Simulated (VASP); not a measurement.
# In2O3 (P-3m1) in VASP: single point with PBE

Aim: the single point of In2O3 with PBE.

Program: VASP 6.6.1. These are calculated values, not measurements. Logs are shortened: lines on timing, memory, paths and dates and some standing lists are left out, and cuts for length are marked.

## (1) The cell of the first run

It takes space group P-3m1 (No. 164, trigonal). The conventional cell has a = 3.420 Å, b = 3.420 Å, c = 6.096 Å, α = 90.00°, β = 90.00°, γ = 120.00°. In (site symmetry 3m) has 7 O at 2.08 to 2.54 Å within 2.8 Å. Within 3.2 Å of O (site symmetry -3m) lie 6 In at 2.45 Å and 6 O at 2.89 Å. O (site symmetry 3m) has 4 In at 2.08 to 2.54 Å and 6 O at 2.73 to 2.89 Å within 2.9 Å.

## (2) Single point, PBE, non-collinear spin, zero start, spin-orbit coupling

File INCAR:

```
  ALGO = Normal
  EDIFF = 1E-7
  ENCUT = 520
  GGA = PE
  GGA_COMPAT = F
  ISIF = 2
  ISMEAR = -1
  LASPH = T
  LCHARG = T
  LORBIT = 11
  LORBMOM = T
  LREAL = F
  LSORBIT = T
  LVHAR = T
  LWAVE = F
  MAGMOM = 0 0 0 0 0 0 0 0 0 0 0 0 0 0 0
  NBANDS = 59
  NELM = 150
  PREC = Accurate
  SIGMA = 0.02
```

File KPOINTS:

```
k-points
0
Gamma
  12 12 4
```

File POSCAR:

```
In2O3
1.0
    3.4198147543      0.0000000000      0.0000000000
   -1.7099073772      2.9616464535      0.0000000000
    0.0000000000      0.0000000000      6.0963728731
In O
2 3
Direct
    0.3333333333      0.6666666667      0.2370774608
    0.6666666667      0.3333333333      0.7629225392
    0.0000000000      0.0000000000      0.0000000000
    0.3333333333      0.6666666667      0.6542361063
    0.6666666667      0.3333333333      0.3457638937
```

Potentials or basis: VASP PAW PBE potentials, release 64 (In_d, O).

Launch:

```bash
$ cat potpaw_PBE.64/In_d/POTCAR potpaw_PBE.64/O/POTCAR > POTCAR
$ mpirun -np 1 vasp_ncl > vasp.out
```

OUTCAR:

```text
EDIFF = 1E-7
   ENCUT = 520
   GGA = PE
   ISIF = 2
   ISMEAR = -1
   LASPH = T
   LORBIT = 11
   LREAL = F
   LSORBIT = T
   NELM = 150
   PREC = Accurate

 ion  position               nearest neighbor table
   1  0.333  0.667  0.237-   5 2.08   5 2.08   5 2.08   3 2.45   3 2.45   3 2.45   4 2.54   2 3.50
                             2 3.50   2 3.50   2 3.76   2 3.76   2 3.76
   2  0.667  0.333  0.763-   4 2.08   4 2.08   4 2.08   3 2.45   3 2.45   3 2.45   5 2.54   1 3.50
                             1 3.50   1 3.50   1 3.76   1 3.76   1 3.76
   3  0.000  0.000  0.000-   1 2.45   2 2.45   2 2.45   1 2.45   2 2.45   1 2.45
   4  0.333  0.667  0.654-   2 2.08   2 2.08   2 2.08   1 2.54
   5  0.667  0.333  0.346-   1 2.08   1 2.08   1 2.08   2 2.54

  LATTYP: Found a hexagonal cell.
 ALAT       =     3.4198147543
 C/A-ratio  =     1.7826617262

  Lattice vectors:

 A1 = (   3.4198147543,   0.0000000000,   0.0000000000)
 A2 = (  -1.7099073772,   2.9616464535,   0.0000000000)
 A3 = (   0.0000000000,   0.0000000000,   6.0963728731)

Analysis of symmetry for initial positions (statically):
=====================================================================
 Subroutine PRICEL returns:
 Original cell was already a primitive cell.

 Routine SETGRP: Setting up the symmetry group for a
 hexagonal supercell.

 Subroutine GETGRP returns: Found 12 space group operations
 (whereof 12 operations were pure point group operations)
 out of a pool of 24 trial point group operations.

The static configuration has the point symmetry D_3d.

Analysis of symmetry for dynamics (positions and initial velocities):
=====================================================================
 Subroutine PRICEL returns:
 Original cell was already a primitive cell.

 Routine SETGRP: Setting up the symmetry group for a
 hexagonal supercell.

 Subroutine GETGRP returns: Found 12 space group operations
 (whereof 12 operations were pure point group operations)
 out of a pool of 24 trial point group operations.

The dynamic configuration has the point symmetry D_3d.

Analysis of structural, dynamic, and magnetic symmetry:
=====================================================================
 Subroutine PRICEL returns:
 Original cell was already a primitive cell.

 Routine SETGRP: Setting up the symmetry group for a
 hexagonal supercell.

 Subroutine GETGRP returns: Found 12 space group operations
 (whereof 12 operations were pure point group operations)
 out of a pool of 24 trial point group operations.

The overall configuration has the point symmetry D_3d.

 Subroutine INISYM returns: Found 12 space group operations
 (whereof 12 operations are pure point group operations),
 and found     1 'primitive' translations

----------------------------------------------------------------------------------------

                                     Primitive cell

  volume of cell :      61.7458

  direct lattice vectors                    reciprocal lattice vectors
     3.419814754  0.000000000  0.000000000     0.292413500  0.168825013  0.000000000
    -1.709907377  2.961646454  0.000000000     0.000000000  0.337650025  0.000000000
     0.000000000  0.000000000  6.096372873     0.000000000  0.000000000  0.164031961

  length of vectors
     3.419814754  3.419814754  6.096372873     0.337650025  0.337650025  0.164031961

  position of ions in fractional coordinates (direct lattice)
     0.333333333  0.666666667  0.237077461
     0.666666667  0.333333333  0.762922539
     0.000000000  0.000000000  0.000000000
     0.333333333  0.666666667  0.654236106
     0.666666667  0.333333333  0.345763894

  ion indices of the primitive-cell ions
   primitive index   ion index
                 1           1
                 2           2
                 3           3
                 4           4
                 5           5

----------------------------------------------------------------------------------------

 KPOINTS: k-points

Automatic generation of k-mesh.
 Grid dimensions read from file:
 generate k-points for:   12   12    4

 Generating k-lattice:

  Cartesian coordinates                     Fractional coordinates (reciprocal lattice)
     0.024367792  0.014068751  0.000000000     0.083333333  0.000000000  0.000000000
     0.000000000  0.028137502  0.000000000     0.000000000  0.083333333  0.000000000
     0.000000000  0.000000000  0.041007990     0.000000000  0.000000000  0.250000000

  Length of vectors
     0.028137502  0.028137502  0.041007990

  Shift w.r.t. Gamma in fractional coordinates (k-lattice)
[... 72 lines left out ...]
     AMIX_MAG =   1.60;   BMIX_MAG =  1.00
  volume/ion in A,a.u.               =      12.35        83.34
  Fermi-wavevector in a.u.,A,eV,Ry     =   1.462256  2.763262 29.091859  2.138191
  Thomas-Fermi vector in A             =   2.578491
   LORBIT       =     11    0 simple, 1 ext, 2 COOP (PROOUT), +10 PAW based schemes
   GGA     = PE    functional components
   LHFCALC =     F    Hartree Fock is set to
   AEXX    =    0.0000 exact exchange contribution
   IVDW    =     0    specifies the selected vdW correction
   LEPSILON=     F    determine dielectric tensor
   LRPA    =     F    only Hartree local field effects (RPA)
  energy-cutoff  :      520.00
  volume of cell :       61.75
 maximum number of plane-waves:      3380
 NGX is ok and might be reduce to    28
   NGX = 13   NGY = 13   NGZ = 23

 number of electron      44.0000000 magnetization       0.0000000      0.0000000      0.0000000

 number of electron      44.0000001 magnetization       0.0000000     -0.0000000     -0.0000000

 number of electron      44.0000001 magnetization      -0.0000000      0.0000000      0.0000000

 Free energy of the ion-electron system (eV)
  ---------------------------------------------------
  ext. energy  EPLUGINS =         0.00000000
  ---------------------------------------------------
  free energy    TOTEN  =       -27.04315541 eV

  energy without entropy =      -27.04315541  energy(sigma->0) =      -27.04315541

 E-fermi :   6.6240     XC(G=0): -11.4340

 val. band max:        6.2141560462   @ k =   0.2500   0.0000   0.2500
 cond. band min:       6.9895243820   @ k =   0.0000   0.0000   0.0000
 fundamental gap:      0.7753683357
 Fermi energy:         6.6240140220

 k-point     1 :       0.0000    0.0000    0.0000
  band No.  band energies     occupation
      1     -11.7311      1.00000
      2     -11.7311      1.00000
      3     -10.7823      1.00000
      4     -10.7823      1.00000
      5      -9.9567      1.00000
      6      -9.9567      1.00000
[... 1405 lines left out ...]
     55      17.5831      0.00000
     56      17.5831      0.00000

 [... further k-points ...]

 [bands above 56 left out]

------------------------ aborting loop because EDIFF is reached ----------------------------------------

  FORCE on cell =-STRESS in cart. coord.  units (eV):
  Direction    XX          YY          ZZ          XY          YZ          ZX
  --------------------------------------------------------------------------------------
  -------------------------------------------------------------------------------------
  Total        2.9715694      2.9715694      2.2288505     -0.0000000      0.0000000      0.0000000
  in kB       77.1061715     77.1061715     57.8341296     -0.0000000      0.0000000      0.0000000
  external PRESSURE =      70.6821575 kB  Pullay stress =       0.0000000 kB

 VOLUME and BASIS-vectors are now :
 -----------------------------------------------------------------------------
  energy-cutoff  :      520.00
  volume of cell :       61.75
      direct lattice vectors                 reciprocal lattice vectors
     3.419814754  0.000000000  0.000000000     0.292413500  0.168825013  0.000000000
    -1.709907377  2.961646454  0.000000000     0.000000000  0.337650025  0.000000000
     0.000000000  0.000000000  6.096372873     0.000000000  0.000000000  0.164031961

 POSITION                                       TOTAL-FORCE (eV/Angst)
 -----------------------------------------------------------------------------------
     -0.00000      1.97443      1.44531        -0.000000      0.000000     -0.180006
      1.70991      0.98722      4.65106         0.000000     -0.000000      0.180006
      0.00000      0.00000      0.00000         0.000000      0.000000      0.000000
     -0.00000      1.97443      3.98847         0.000000     -0.000000     -0.202179
      1.70991      0.98722      2.10791         0.000000      0.000000      0.202179
 -----------------------------------------------------------------------------------
    total drift:                                0.000000     -0.000000     -0.000000

  FREE ENERGIE OF THE ION-ELECTRON SYSTEM (eV)
  ---------------------------------------------------
  free  energy   TOTEN  =       -27.0431554104 eV

  energy  without entropy=      -27.0431554103  energy(sigma->0) =      -27.04315541

 orbital moment (x)

 # of ion     p       d       tot
 ----------------------------------------
  1         0.000   0.000   0.000
  2        -0.000   0.000   0.000
  3         0.000   0.000   0.000
  4        -0.000   0.000  -0.000
  5        -0.000   0.000  -0.000
 ----------------------------------------
           -0.000   0.000  -0.000

 orbital moment (y)

 # of ion     p       d       tot
 ----------------------------------------
  1         0.000  -0.000   0.000
  2         0.000  -0.000   0.000
  3         0.000   0.000   0.000
  4        -0.000   0.000  -0.000
  5        -0.000   0.000  -0.000
 ----------------------------------------
           -0.000  -0.000  -0.000

 orbital moment (z)

 # of ion     p       d       tot
 ----------------------------------------
  1         0.000   0.000   0.000
  2         0.000   0.000   0.000
  3         0.000   0.000   0.000
  4         0.000   0.000   0.000
  5         0.000   0.000   0.000
 ----------------------------------------
            0.000   0.000   0.000

 Spin-Orbit-Coupling matrix elements

 Ion:    1  E_soc:     -0.0575266
 l=   1
     0.0000000    -0.0033984    -0.0038671
    -0.0033984     0.0000000    -0.0033984
    -0.0038671    -0.0033984     0.0000000
 l=   2
     0.0000000    -0.0012003     0.0000000    -0.0012003    -0.0048384
    -0.0012003     0.0000000    -0.0036323    -0.0011953    -0.0012003
     0.0000000    -0.0036323     0.0000000    -0.0036323     0.0000000
    -0.0012003    -0.0011953    -0.0036323     0.0000000    -0.0012003
    -0.0048384    -0.0012003     0.0000000    -0.0012003     0.0000000
 l=   3
     0.0000000     0.0000000     0.0000000     0.0000000     0.0000000     0.0000000     0.0000000
     0.0000000     0.0000000     0.0000000     0.0000000     0.0000000     0.0000000     0.0000000
     0.0000000     0.0000000     0.0000000     0.0000000     0.0000000     0.0000000     0.0000000
     0.0000000     0.0000000     0.0000000     0.0000000     0.0000000     0.0000000     0.0000000
[... 69 lines left out ...]
 l=   2
     0.0000000     0.0000000     0.0000000     0.0000000     0.0000000
     0.0000000     0.0000000     0.0000000     0.0000000     0.0000000
     0.0000000     0.0000000     0.0000000     0.0000000     0.0000000
     0.0000000     0.0000000     0.0000000     0.0000000     0.0000000
     0.0000000     0.0000000     0.0000000     0.0000000     0.0000000
 l=   3
     0.0000000     0.0000000     0.0000000     0.0000000     0.0000000     0.0000000     0.0000000
     0.0000000     0.0000000     0.0000000     0.0000000     0.0000000     0.0000000     0.0000000
     0.0000000     0.0000000     0.0000000     0.0000000     0.0000000     0.0000000     0.0000000
     0.0000000     0.0000000     0.0000000     0.0000000     0.0000000     0.0000000     0.0000000
     0.0000000     0.0000000     0.0000000     0.0000000     0.0000000     0.0000000     0.0000000
     0.0000000     0.0000000     0.0000000     0.0000000     0.0000000     0.0000000     0.0000000
     0.0000000     0.0000000     0.0000000     0.0000000     0.0000000     0.0000000     0.0000000

 total charge

# of ion       s       p       d       tot
------------------------------------------
    1        0.650   0.635  10.046  11.330
    2        0.650   0.635  10.046  11.330
    3        1.574   3.362   0.000   4.936
    4        1.569   3.469   0.000   5.039
    5        1.569   3.469   0.000   5.039
--------------------------------------------------
tot          6.012  11.570  20.091  37.673

 magnetization (x)

# of ion       s       p       d       tot
------------------------------------------
    1        0.000  -0.000   0.000  -0.000
    2        0.000  -0.000   0.000  -0.000
    3        0.000  -0.000   0.000  -0.000
    4        0.000   0.000   0.000   0.000
    5        0.000   0.000   0.000   0.000
--------------------------------------------------
tot          0.000  -0.000   0.000  -0.000

 magnetization (y)

# of ion       s       p       d       tot
------------------------------------------
    1        0.000   0.000   0.000   0.000
    2        0.000   0.000   0.000   0.000
    3        0.000   0.000   0.000   0.000
    4        0.000  -0.000   0.000  -0.000
    5       -0.000   0.000   0.000  -0.000
--------------------------------------------------
tot          0.000  -0.000   0.000  -0.000

 magnetization (z)

# of ion       s       p       d       tot
------------------------------------------
    1        0.000   0.000   0.000   0.000
    2        0.000   0.000   0.000   0.000
    3        0.000   0.000   0.000   0.000
    4        0.000   0.000   0.000   0.000
    5        0.000   0.000   0.000   0.000
--------------------------------------------------
tot          0.000   0.000   0.000   0.000
```

It took 19 min on 1 thread of Oxide Virtual Turin-like, shared host; peak memory 0.51 GiB.

Results:

| Item | Value |
| --- | --- |
| Free energy | -27.0432 eV |
| Pressure | 7.1 GPa |
| Largest force | 0.202 eV/Å |
| Net moment | 0.00 μB per cell |
| Valence electrons inside the program's atomic spheres | In 11.33; O 4.94, 5.04 (each value once) |

Forces on the atoms (eV/Å):
```
In   0.000  0.000 -0.180
In   0.000  0.000  0.180
O    0.000  0.000  0.000
O    0.000  0.000 -0.202
O    0.000  0.000  0.202
```

Moments on the atoms (μB; x, y, z):
```
In  0.00 0.00 0.00
In  0.00 0.00 0.00
O   0.00 0.00 0.00
O   0.00 0.00 0.00
O   0.00 0.00 0.00
```

Caveat: the cell stands under pressure.
